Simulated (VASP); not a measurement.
# ScSi3 (Pm-3m) in VASP: further runs

ScSi3 is run at these levels: PBE, PBEsol, LDA; tasks: single point.

Program: VASP 6.6.1. These are calculated values, not measurements. Logs are shortened: lines on timing, memory, paths and dates and some standing lists are left out, and cuts for length are marked.

### 1 The cell of the first run

Symmetry: Pm-3m, No. 221, cubic system. Conventional cell: a = 3.966 Å, b = 3.966 Å, c = 3.966 Å, α = 90.00°, β = 90.00°, γ = 90.00°. Sc (site symmetry m-3m) has 12 Si at 2.80 Å within 3.7 Å. Within 3.7 Å of Si (site symmetry 4/mmm) lie 4 Sc at 2.80 Å and 8 Si at 2.80 Å.

### 2 Single point, PBE

Input file INCAR:

```
SYSTEM = ScSi3
  ALGO = Normal
  EDIFF = 1E-6
  ENCUT = 520
  GGA = PE
  ISIF = 2
  ISMEAR = 0
  LASPH = .TRUE.
  LCHARG = .FALSE.
  LREAL = .FALSE.
  LWAVE = .FALSE.
  NBANDS = 20
  NELM = 80
  PREC = Accurate
  SIGMA = 0.05
```

Input file KPOINTS:

```
k-points
0
G
  8 8 8
  0 0 0
```

Input file POSCAR:

```
ScSi3
1.0
    3.9655533451      0.0000000000      0.0000000000
    0.0000000000      3.9655533451      0.0000000000
    0.0000000000      0.0000000000      3.9655533451
Sc Si
1 3
Direct
    0.0000000000      0.0000000000      0.0000000000
    0.0000000000      0.5000000000      0.5000000000
    0.5000000000      0.5000000000      0.0000000000
    0.5000000000      0.0000000000      0.5000000000
```

Potentials or basis: VASP PAW PBE potentials, release 64 (Sc_sv, Si).

Command:

```console
$ cat potpaw_PBE.64/Sc_sv/POTCAR potpaw_PBE.64/Si/POTCAR > POTCAR
$ mpirun -np 1 vasp_std > vasp.out
```

OUTCAR:

```text
SYSTEM = ScSi3
   EDIFF = 1E-6
   ENCUT = 520
   GGA = PE
   ISIF = 2
   ISMEAR = 0
   LASPH = .TRUE.
   LREAL = .FALSE.
   NELM = 80
   PREC = Accurate

 ion  position               nearest neighbor table
   1  0.000  0.000  0.000-   2 2.80   3 2.80   4 2.80   2 2.80   4 2.80   2 2.80   3 2.80   2 2.80
                             3 2.80   4 2.80   4 2.80   3 2.80
   2  0.000  0.500  0.500-   1 2.80   3 2.80   4 2.80   1 2.80   3 2.80   1 2.80   4 2.80   1 2.80
                             3 2.80   4 2.80   3 2.80   4 2.80
   3  0.500  0.500  0.000-   1 2.80   2 2.80   4 2.80   2 2.80   4 2.80   1 2.80   4 2.80   4 2.80
                             1 2.80   2 2.80   2 2.80   1 2.80
   4  0.500  0.000  0.500-   1 2.80   2 2.80   3 2.80   1 2.80   3 2.80   2 2.80   3 2.80   3 2.80
                             1 2.80   2 2.80   1 2.80   2 2.80

  LATTYP: Found a simple cubic cell.
 ALAT       =     3.9655533451

  Lattice vectors:

 A1 = (   3.9655533451,   0.0000000000,   0.0000000000)
 A2 = (   0.0000000000,   3.9655533451,   0.0000000000)
 A3 = (   0.0000000000,   0.0000000000,   3.9655533451)

Analysis of symmetry for initial positions (statically):
=====================================================================
 Subroutine PRICEL returns:
 Original cell was already a primitive cell.

 Routine SETGRP: Setting up the symmetry group for a
 simple cubic supercell.

 Subroutine GETGRP returns: Found 48 space group operations
 (whereof 48 operations were pure point group operations)
 out of a pool of 48 trial point group operations.

The static configuration has the point symmetry O_h .

Analysis of symmetry for dynamics (positions and initial velocities):
=====================================================================
 Subroutine PRICEL returns:
 Original cell was already a primitive cell.

 Routine SETGRP: Setting up the symmetry group for a
 simple cubic supercell.

 Subroutine GETGRP returns: Found 48 space group operations
 (whereof 48 operations were pure point group operations)
 out of a pool of 48 trial point group operations.

The dynamic configuration has the point symmetry O_h .

 Subroutine INISYM returns: Found 48 space group operations
 (whereof 48 operations are pure point group operations),
 and found     1 'primitive' translations

----------------------------------------------------------------------------------------

                                     Primitive cell

  volume of cell :      62.3608

  direct lattice vectors                    reciprocal lattice vectors
     3.965553345  0.000000000  0.000000000     0.252171617  0.000000000  0.000000000
     0.000000000  3.965553345  0.000000000     0.000000000  0.252171617  0.000000000
     0.000000000  0.000000000  3.965553345     0.000000000  0.000000000  0.252171617

  length of vectors
     3.965553345  3.965553345  3.965553345     0.252171617  0.252171617  0.252171617

  position of ions in fractional coordinates (direct lattice)
     0.000000000  0.000000000  0.000000000
     0.000000000  0.500000000  0.500000000
     0.500000000  0.500000000  0.000000000
     0.500000000  0.000000000  0.500000000

  ion indices of the primitive-cell ions
   primitive index   ion index
                 1           1
                 2           2
                 3           3
                 4           4

----------------------------------------------------------------------------------------

 KPOINTS: k-points

Automatic generation of k-mesh.
 Grid dimensions read from file:
 generate k-points for:    8    8    8

 Generating k-lattice:

  Cartesian coordinates                     Fractional coordinates (reciprocal lattice)
     0.031521452  0.000000000  0.000000000     0.125000000  0.000000000  0.000000000
     0.000000000  0.031521452  0.000000000     0.000000000  0.125000000  0.000000000
     0.000000000  0.000000000  0.031521452     0.000000000  0.000000000  0.125000000

  Length of vectors
     0.031521452  0.031521452  0.031521452

  Shift w.r.t. Gamma in fractional coordinates (k-lattice)
     0.000000000  0.000000000  0.000000000

 Subroutine IBZKPT returns following result:
 ===========================================

 Found     35 irreducible k-points:

 Following reciprocal coordinates:
            Coordinates               Weight
  0.000000  0.000000  0.000000      1.000000
  0.125000  0.000000  0.000000      6.000000
  0.250000  0.000000  0.000000      6.000000
  0.375000  0.000000  0.000000      6.000000
  0.500000  0.000000  0.000000      3.000000
  0.125000  0.125000  0.000000     12.000000
[... 16 lines left out ...]
  0.375000  0.375000  0.125000     24.000000
  0.500000  0.375000  0.125000     24.000000
 [... further k-points ...]
   k-points           NKPTS =     35   k-points in BZ     NKDIM =     35   number of bands    NBANDS=     20
   number of dos      NEDOS =    301   number of ions     NIONS =      4
   total plane-waves  NPLWV =  27000
   dimension x,y,z NGX =    30 NGY =   30 NGZ =   30
   dimension x,y,z NGXF=    60 NGYF=   60 NGZF=   60
   ions per type =               1   3
   NGX,Y,Z   is equivalent  to a cutoff of  12.58, 12.58, 12.58 a.u.
   NGXF,Y,Z  is equivalent  to a cutoff of  25.15, 25.15, 25.15 a.u.
 SYSTEM =  ScSi3
   PREC   = accura    normal or accurate (medium, high low for compatibility)
   ISTART =      0    job   : 0-new  1-cont  2-samecut
   ICHARG =      2    charge: 1-file 2-atom 10-const
   ISPIN  =      1    spin polarized calculation?
   LNONCOLLINEAR =      F non collinear calculations
   LSORBIT =      F    spin-orbit coupling
   LASPH  =      T    aspherical Exc in radial PAW
   ENCUT  =  520.0 eV  38.22 Ry    6.18 a.u.   7.37  7.37  7.37*2*pi/ulx,y,z
   NELM   =     80;   NELMIN=  2; NELMDL= -5     # of ELM steps
   EDIFF  = 0.1E-05   stopping-criterion for ELM
   LREAL  =      F    real-space projection
   EDIFFG = 0.1E-04   stopping-criterion for IOM
   NSW    =      0    number of steps for IOM
   IBRION =     -1    ionic relax: 0-MD 1-quasi-New 2-CG
   NFREE  =      0    steps in history (QN), initial steepest desc. (CG)
   ISIF   =      2    stress and relaxation
   ISYM   =      2    0-nonsym 1-usesym 2-fastsym
   POTIM  = 0.5000    time-step for ionic-motion
   TEBEG  =    0.0;   TEEND  =   0.0 temperature during run
   PSTRESS=    0.0 pullay stress
   NELECT =      23.0000    total number of electrons
   NUPDOWN=      -1.0000    fix difference up-down
   EMIN   =  10.00;   EMAX   =-10.00  energy-range for DOS
   EFERMI =   0.00;   METHOD = LEGACY
   ISMEAR =     0;   SIGMA  =   0.05  broadening in eV -4-tet -1-fermi 0-gaus
   EFERMI_NEDOS =   21; number of points for ismear=-14 and -15
   IALGO  =     38    algorithm
   IMIX   =      4    mixing-type and parameters
     AMIX     =   0.40;   BMIX     =  1.00
     AMIX_MAG =   1.60;   BMIX_MAG =  1.00
  volume/ion in A,a.u.               =      15.59       105.21
  Fermi-wavevector in a.u.,A,eV,Ry     =   1.174033  2.218601 18.753638  1.378354
  Thomas-Fermi vector in A             =   2.310437
   LORBIT       =      0    0 simple, 1 ext, 2 COOP (PROOUT), +10 PAW based schemes
   GGA     = PE    functional components
   LHFCALC =     F    Hartree Fock is set to
   AEXX    =    0.0000 exact exchange contribution
   IVDW    =     0    specifies the selected vdW correction
   LEPSILON=     F    determine dielectric tensor
   LRPA    =     F    only Hartree local field effects (RPA)
 non-spin polarized calculation
 Gauss-broadening in eV      SIGMA  =   0.05
  energy-cutoff  :      520.00
  volume of cell :       62.36
 maximum number of plane-waves:      1743
 NGX is ok and might be reduce to    30
   NGX = 15   NGY = 15   NGZ = 15

 number of electron      23.0000005 magnetization

 Free energy of the ion-electron system (eV)
  ---------------------------------------------------
  ext. energy  EPLUGINS =         0.00000000
  ---------------------------------------------------
  free energy    TOTEN  =       -23.33566479 eV

  energy without entropy =      -23.33460446  energy(sigma->0) =      -23.33513463

 E-fermi :   8.8408     XC(G=0): -11.1324

 val. band max:        8.8061056312   @ k =   0.3750   0.1250   0.1250
 cond. band min:       8.8514598709   @ k =   0.5000   0.0000   0.0000
 fundamental gap:      0.0453542398
 Fermi energy:         8.8408239394

 k-point     1 :       0.0000    0.0000    0.0000
  band No.  band energies     occupation
      1     -40.5331      2.00000
      2     -19.2355      2.00000
      3     -19.2355      2.00000
      4     -19.2355      2.00000
      5      -4.0253      2.00000
      6       3.6404      2.00000
[... 12 lines left out ...]
     19      11.6470      0.00000
     20      15.1290      0.00000

 k-point     2 :       0.1250    0.0000    0.0000
  band No.  band energies     occupation
      1     -40.5328      2.00000
      2     -19.2429      2.00000
      3     -19.2348      2.00000
      4     -19.2348      2.00000
      5      -3.8774      2.00000
      6       2.5864      2.00000
[... 12 lines left out ...]
     19      13.0708      0.00000
     20      14.2124      0.00000

 k-point     3 :       0.2500    0.0000    0.0000
  band No.  band energies     occupation
      1     -40.5320      2.00000
      2     -19.2608      2.00000
      3     -19.2331      2.00000
      4     -19.2331      2.00000
      5      -3.4434      2.00000
      6       1.0978      2.00000
[... 12 lines left out ...]
     19      13.4952      0.00000
     20      13.8631      0.00000

 k-point     4 :       0.3750    0.0000    0.0000
  band No.  band energies     occupation
      1     -40.5313      2.00000
      2     -19.2787      2.00000
      3     -19.2315      2.00000
      4     -19.2315      2.00000
      5      -2.7672      2.00000
      6      -0.2612      2.00000
[... 12 lines left out ...]
     19      14.8292      0.00000
     20      14.9038      0.00000

 k-point     5 :       0.5000    0.0000    0.0000
  band No.  band energies     occupation
      1     -40.5310      2.00000
      2     -19.2860      2.00000
      3     -19.2308      2.00000
      4     -19.2308      2.00000
      5      -2.1960      2.00000
      6      -1.0655      2.00000
[... 12 lines left out ...]
     19      14.8725      0.00000
     20      15.3290      0.00000

 k-point     6 :       0.1250    0.1250    0.0000
  band No.  band energies     occupation
      1     -40.5325      2.00000
      2     -19.2426      2.00000
      3     -19.2416      2.00000
      4     -19.2341      2.00000
      5      -3.7312      2.00000
      6       2.4769      2.00000
[... 12 lines left out ...]
     19      13.0584      0.00000
     20      13.4032      0.00000

 k-point     7 :       0.2500    0.1250    0.0000
  band No.  band energies     occupation
      1     -40.5317      2.00000
      2     -19.2599      2.00000
      3     -19.2403      2.00000
      4     -19.2325      2.00000
      5      -3.3024      2.00000
      6       1.2008      2.00000
[... 12 lines left out ...]
     19      13.3433      0.00000
     20      13.6049      0.00000
[... 277 lines left out ...]
 k-point    20 :       0.2500    0.2500    0.1250
  band No.  band energies     occupation
      1     -40.5307      2.00000
      2     -19.2577      2.00000
      3     -19.2557      2.00000
      4     -19.2378      2.00000
      5      -2.7536      2.00000
      6       1.3977      2.00000
[... 12 lines left out ...]
     19      13.3397      0.00000
     20      13.7978      0.00000

 k-point    21 :       0.3750    0.2500    0.1250
  band No.  band energies     occupation
      1     -40.5300      2.00000
      2     -19.2738      2.00000
      3     -19.2544      2.00000
      4     -19.2360      2.00000
      5      -2.1203      2.00000
      6       0.3254      2.00000
[... 12 lines left out ...]
     19      13.8296      0.00000
     20      14.6020      0.00000

 k-point    22 :       0.5000    0.2500    0.1250
  band No.  band energies     occupation
      1     -40.5297      2.00000
      2     -19.2808      2.00000
      3     -19.2535      2.00000
      4     -19.2353      2.00000
      5      -1.6045      2.00000
      6      -0.4080      2.00000
[... 12 lines left out ...]
     19      13.8277      0.00000
     20      14.8426      0.00000

 k-point    23 :       0.3750    0.3750    0.1250
  band No.  band energies     occupation
      1     -40.5292      2.00000
      2     -19.2715      2.00000
      3     -19.2706      2.00000
      4     -19.2343      2.00000
      5      -1.5254      2.00000
      6       0.6749      2.00000
[... 12 lines left out ...]
     19      13.7713      0.00000
     20      14.1216      0.00000

 k-point    24 :       0.5000    0.3750    0.1250
  band No.  band energies     occupation
      1     -40.5289      2.00000
      2     -19.2779      2.00000
      3     -19.2699      2.00000
      4     -19.2335      2.00000
      5      -1.0443      2.00000
      6       0.1176      2.00000
[... 12 lines left out ...]
     19      14.2740      0.00000
     20      14.6344      0.00000

 [... further k-points ...]

------------------------ aborting loop because EDIFF is reached ----------------------------------------

  FORCE on cell =-STRESS in cart. coord.  units (eV):
  Direction    XX          YY          ZZ          XY          YZ          ZX
  --------------------------------------------------------------------------------------
  -------------------------------------------------------------------------------------
  Total        0.0572795      0.0572795      0.0572795     -0.0000000      0.0000000     -0.0000000
  in kB        1.4716295      1.4716295      1.4716295     -0.0000000      0.0000000     -0.0000000
  external PRESSURE =       1.4716295 kB  Pullay stress =       0.0000000 kB

 VOLUME and BASIS-vectors are now :
 -----------------------------------------------------------------------------
  energy-cutoff  :      520.00
  volume of cell :       62.36
      direct lattice vectors                 reciprocal lattice vectors
     3.965553345  0.000000000  0.000000000     0.252171617  0.000000000  0.000000000
     0.000000000  3.965553345  0.000000000     0.000000000  0.252171617  0.000000000
     0.000000000  0.000000000  3.965553345     0.000000000  0.000000000  0.252171617

 POSITION                                       TOTAL-FORCE (eV/Angst)
 -----------------------------------------------------------------------------------
      0.00000      0.00000      0.00000         0.000000      0.000000      0.000000
      0.00000      1.98278      1.98278         0.000000      0.000000      0.000000
      1.98278      1.98278      0.00000         0.000000      0.000000      0.000000
      1.98278      0.00000      1.98278         0.000000      0.000000      0.000000
 -----------------------------------------------------------------------------------
    total drift:                                0.000000     -0.000000      0.000000

  FREE ENERGIE OF THE ION-ELECTRON SYSTEM (eV)
  ---------------------------------------------------
  free  energy   TOTEN  =       -23.3356647894 eV

  energy  without entropy=      -23.3346044616  energy(sigma->0) =      -23.33513463
```

It took 18 s on 1 thread of Intel Xeon Platinum 8559C (Emerald Rapids), shared host; peak memory 0.18 GiB.

Results:

```
Free energy : -23.3357 eV
Pressure    : 0.1 GPa
```

Levels at points of the mesh, in eV from the Fermi level:
```tsv
k point	band 8	band 9	band 10	band 11	band 12	band 13	band 14	band 15
(0.00, 0.00, 0.00)	-3.96	-3.96	-3.96	0.68	0.76	0.76	0.76	2.66
(0.50, 0.00, 0.00)	-3.61	-3.24	-2.82	-0.84	-0.84	0.01	1.15	1.19
(0.50, 0.50, 0.00)	-6.07	-2.09	-2.09	-0.83	-0.54	1.10	1.10	1.74
(0.50, 0.50, 0.50)	-6.63	-4.81	-4.81	-4.81	0.64	2.30	2.30	3.37
```

### 3 Single point, PBEsol

Input file INCAR:

```
PREC = Accurate
ENCUT = 520
EDIFF = 1E-6
ISMEAR = 0
SIGMA = 0.05
LREAL = False
LASPH = True
NELM = 80
ALGO = Normal
ISIF = 2
LWAVE = False
LCHARG = False
GGA = PS
NBANDS = 20
```

Input file KPOINTS:

```
Automatic mesh
0
Gamma
  8 8 8
```

POSCAR is that of step 2.

Potentials or basis: VASP PAW PBE potentials, release 64 (Sc_sv, Si).

Command:

```console
$ cat potpaw_PBE.64/Sc_sv/POTCAR potpaw_PBE.64/Si/POTCAR > POTCAR
$ mpirun -np 1 vasp_std > vasp.out
```

OUTCAR:

```text
PREC = Accurate
   ENCUT = 520
   EDIFF = 1E-6
   ISMEAR = 0
   LREAL = False
   LASPH = True
   NELM = 80
   ISIF = 2
   GGA = PS

 ion  position               nearest neighbor table
   1  0.000  0.000  0.000-   2 2.80   3 2.80   4 2.80   2 2.80   4 2.80   2 2.80   3 2.80   2 2.80
                             3 2.80   4 2.80   4 2.80   3 2.80
   2  0.000  0.500  0.500-   1 2.80   3 2.80   4 2.80   1 2.80   3 2.80   1 2.80   4 2.80   1 2.80
                             3 2.80   4 2.80   3 2.80   4 2.80
   3  0.500  0.500  0.000-   1 2.80   2 2.80   4 2.80   2 2.80   4 2.80   1 2.80   4 2.80   4 2.80
[... 758 lines left out ...]
  -------------------------------------------------------------------------------------
  Total       -1.1390035     -1.1390035     -1.1390035     -0.0000000     -0.0000000     -0.0000000
  in kB      -29.2633644    -29.2633644    -29.2633644     -0.0000000     -0.0000000     -0.0000000
  external PRESSURE =     -29.2633644 kB  Pullay stress =       0.0000000 kB

 VOLUME and BASIS-vectors are now :
 -----------------------------------------------------------------------------
  energy-cutoff  :      520.00
  volume of cell :       62.36
      direct lattice vectors                 reciprocal lattice vectors
     3.965553345  0.000000000  0.000000000     0.252171617  0.000000000  0.000000000
     0.000000000  3.965553345  0.000000000     0.000000000  0.252171617  0.000000000
     0.000000000  0.000000000  3.965553345     0.000000000  0.000000000  0.252171617

 POSITION                                       TOTAL-FORCE (eV/Angst)
 -----------------------------------------------------------------------------------
      0.00000      0.00000      0.00000         0.000000      0.000000      0.000000
      0.00000      1.98278      1.98278         0.000000      0.000000      0.000000
      1.98278      1.98278      0.00000         0.000000      0.000000      0.000000
      1.98278      0.00000      1.98278         0.000000      0.000000      0.000000
 -----------------------------------------------------------------------------------
    total drift:                                0.000000     -0.000000      0.000000

  FREE ENERGIE OF THE ION-ELECTRON SYSTEM (eV)
  ---------------------------------------------------
  free  energy   TOTEN  =       -25.1086759182 eV

  energy  without entropy=      -25.1075748785  energy(sigma->0) =      -25.10812540
```

stdout:

```text
POSCAR found type information on POSCAR ScSi
 POSCAR found :  2 types and       4 ions
 scaLAPACK will be used
 -----------------------------------------------------------------------------
|                                                                             |
|                                                                             |
|     You enforced a specific xc type in the INCAR file but a different       |
|     I HOPE YOU KNOW WHAT YOU ARE DOING!                                     |
|                                                                             |
 -----------------------------------------------------------------------------

 LDA part: xc-table for (Slater+PW92), standard interpolation
 POSCAR, INCAR and KPOINTS ok, starting setup
 FFT: planning ... GRIDC
 FFT: planning ... GRID_SOFT
 FFT: planning ... GRID
 WAVECAR not read
 entering main loop
```

Run time: 19 s. Hardware: 1 thread of Intel Xeon Platinum 8559C (Emerald Rapids), shared host; peak memory 0.19 GiB.

What came out:

```
Free energy : -25.1087 eV
Pressure    : -2.9 GPa
```

Levels at points of the mesh, in eV from the Fermi level:
```tsv
k point	band 8	band 9	band 10	band 11	band 12	band 13	band 14	band 15
(0.00, 0.00, 0.00)	-3.93	-3.93	-3.93	0.64	0.77	0.77	0.77	2.69
(0.50, 0.00, 0.00)	-3.60	-3.20	-2.83	-0.82	-0.82	0.01	1.15	1.19
(0.50, 0.50, 0.00)	-6.07	-2.08	-2.08	-0.82	-0.54	1.12	1.12	1.73
(0.50, 0.50, 0.50)	-6.63	-4.79	-4.79	-4.79	0.60	2.30	2.30	3.39
```

Caveat: the PAW data sets were made with another functional, which shifts forces and pressure a little.

(Part 1 of 2 ends here.)
